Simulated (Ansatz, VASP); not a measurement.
Si2Ni: VASP beside Ansatz

```xyz
15
Lattice="3.8123 0.0000 0.0000 0.0000 3.8123 0.0000 0.0000 0.0000 27.1307" Properties=species:S:1:pos:R:3 pbc="T T T"
Si    1.9062    0.0000    7.5000
Si    0.0000    1.9062    7.5000
Si    0.0000    1.9062   10.1957
Si    1.9062    0.0000   10.1957
Si    1.9062    0.0000   12.8914
Si    0.0000    1.9062   12.8914
Si    0.0000    1.9062   15.5871
Si    1.9062    0.0000   15.5871
Si    1.9062    0.0000   18.2828
Si    0.0000    1.9062   18.2828
Ni    1.9062    1.9062    8.8479
Ni    0.0000    0.0000   11.5436
Ni    1.9062    1.9062   14.2393
Ni    0.0000    0.0000   16.9350
Ni    1.9062    1.9062   19.6307
```

Alike in both runs: task single point; functional PBEsol; k mesh 4 × 4 × 1; occupations gaussian, width 0.1 eV; no spin polarisation.

|  | VASP | Ansatz |
| --- | --- | --- |
| version | VASP 6.6.1 | Ansatz 0.2.0 |
| potentials or method | VASP PAW PBE potentials, release 64 (Si, Ni), cutoff 520 eV | scalar-relativistic, plane waves, PAW |
| valence electrons in the cell | 90 | 130 |

```csv
,VASP,Ansatz,Ansatz less VASP
gap on the k mesh at the Fermi level (eV),none,none,-
rms of the force components (eV/Å),0.443,0.449,+0.0058
```

VASP's potentials were made for PBE, not for PBEsol. A gap of «none» marks a metal or a gap that the smearing closes. With one functional, cell and mesh, what is left measures potentials, basis and numerics. VASP's potentials hold 90 valence electrons a cell and Ansatz's 130, so a difference there can come from the potentials and not from the codes.

The k mesh is coarse, so the values compare programs but aren't converged.
